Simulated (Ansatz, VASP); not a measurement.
## C in VASP and in Ansatz

```
C
1.0
     2.46565    0.00000    0.00000
    -1.23283    2.13532    0.00000
     0.00000    0.00000   17.50007
C
4
Direct
  0.66667 0.33333 0.25714
  0.33333 0.66667 0.25714
  0.00000 0.33333 0.45772
  0.33333 0.00000 0.45771
```

Alike in both runs: task single point; functional PBE; dispersion D3(BJ); k mesh 15 × 15 × 1; occupations gaussian, width 0.1 eV; no spin polarisation.

```csv
,VASP,Ansatz
version,VASP 6.6.1,Ansatz 0.2.0
potentials or method,"VASP PAW PBE potentials, release 64 (C), cutoff 520 eV","scalar-relativistic, plane waves, PAW"
valence electrons in the cell,16,16
```

```csv
,VASP,Ansatz,Ansatz less VASP
gap on the k mesh at the Fermi level (eV),0.29,0.29,0.000
least direct gap on the mesh (eV),0.29,0.29,0.000
rms of the force components (eV/Å),0.005,0.005,0.0000
```

Atom by atom the forces differ by 0.000 eV/Å (rms over components). Ansatz's warnings: structure snapped to symmetry.
